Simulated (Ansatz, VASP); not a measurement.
Ni: VASP beside Ansatz

Contents of INCAR:

```
SYSTEM = Ni
PREC = Accurate
ENCUT = 520
EDIFF = 1E-6
ISMEAR = -1
SIGMA = 0.1
LREAL = .FALSE.
LASPH = .TRUE.
NELM = 150
ALGO = Normal
ISIF = 2
LWAVE = .FALSE.
LCHARG = .TRUE.
ISPIN = 2
MAGMOM = 1.5
LORBIT = 11
LMAXMIX = 4
LELF = .TRUE.
LVHAR = .TRUE.
NBANDS = 15
```

File KPOINTS:

```
regular mesh
0
G
  16 16 16
  0 0 0
```

POSCAR

```
Ni
1.0
    0.0000000000      1.7619350000      1.7619350000
    1.7619350000      0.0000000000      1.7619350000
    1.7619350000      1.7619350000      0.0000000000
Ni
1
Direct
    0.0000000000      0.0000000000      0.0000000000
```

Input for Ansatz:

```yaml
crystal:
  lattice:
    - [0.0, 1.761935, 1.761935]
    - [1.761935, 0.0, 1.761935]
    - [1.761935, 1.761935, 0.0]
  atoms:
    - { symbol: Ni, position: [0.0, 0.0, 0.0], spin: 1.5 }
magnetization:
  spin_polarized: true
kpoints:
  mp_grid: { grid: [16, 16, 16] }
scf:
  occupations: { method: fermi_dirac, width: 0.1 }
hamiltonian:
  xc: lda
  pseudopotentials: { kind: paw }
output:
  forces: true
  stress: true
  eigenvalues: true
  populations: true
  write_density: true
  write_potential: true
  elf: true
  volumetric_format: npy
```

Alike in both runs: task single point; functional LDA; k mesh 16 × 16 × 16; occupations fermi-dirac, width 0.1 eV; collinear spin.

|  | VASP | Ansatz |
| --- | --- | --- |
| version | VASP 6.6.1 | Ansatz 0.2.0 |
| potentials or method | VASP PAW LDA potentials, release 64 (Ni) | PAW with Ansatz's default frozen-core files, scalar-relativistic |
| plane-wave cutoff (eV) | 520 | 420 |
| valence electrons in the cell | 10 | 18 |

VASP gave:

```
pressure (GPa)                                                : -17.4
net moment per atom (μB)                                      : 0.57
size of the moment on the site where the two differ most (μB) : 0.57
```

Q: Which values does Ansatz return?

A: Pressure (GPa): -17.6; net moment per atom (μB): 0.59; size of the moment on the site where the two differ most (μB): 0.62.

LDA's correlation is that of Perdew and Zunger in VASP and of Perdew and Wang (1992) in Ansatz. Site moments also hang on the region over which each program counts them. VASP's potentials hold 10 valence electrons a cell and Ansatz's 18, so a difference there can come from the potentials and not from the codes.
